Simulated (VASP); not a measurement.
Mg:

```
Mg
1.0
     3.20930    0.00000    0.00000
    -1.60465    2.77934    0.00000
     0.00000    0.00000    5.21030
Mg
2
Direct
  0.33333 0.66667 0.25000
  0.66667 0.33333 0.75000
```

| Quantity | Value |
| --- | --- |
| Program | VASP 6.6.1 |
| Task | relaxation of cell and atoms |
| Functional | LDA |
| Potentials or basis | VASP PAW LDA potentials, release 64 (Mg_sv) |
| Cutoff | 750 eV |
| k mesh | 15 × 15 × 8 |
| Occupations | gaussian, width 0.1 eV |
| Spin | no spin polarisation |

At the start: pressure -3.1 GPa; volume 23.24 Å³/atom.

**Question.** How do energy, volume and symmetry change on relaxing?

**Answer.** Over 6 steps the energy falls by 20.0 meV/atom and the volume is 21.36 Å³/atom (-8.1 %); space group P6_3/mmc (No. 194, to 0.1 Å) before and after.

The path:
```csv
step,energy change (eV),largest force (eV/Å),pressure (GPa),volume (Å³)
1,0.0000,0.0000,-3.14,46.47
2,-0.0379,0.0000,-0.74,43.48
3,-0.0398,0.0000,0.02,42.70
4,-0.0399,0.0000,0.05,42.71
5,-0.0400,0.0000,0.06,42.72
6,-0.0400,0.0000,0.00,42.72
```

Final structure:
```
Mg
1.0
     3.13413    0.00000    0.00000
    -1.56706    2.71424    0.00000
     0.00000    0.00000    5.02172
Mg
2
Cartesian
  0.0000 1.8095 1.2554
  1.5671 0.9047 3.7663
```
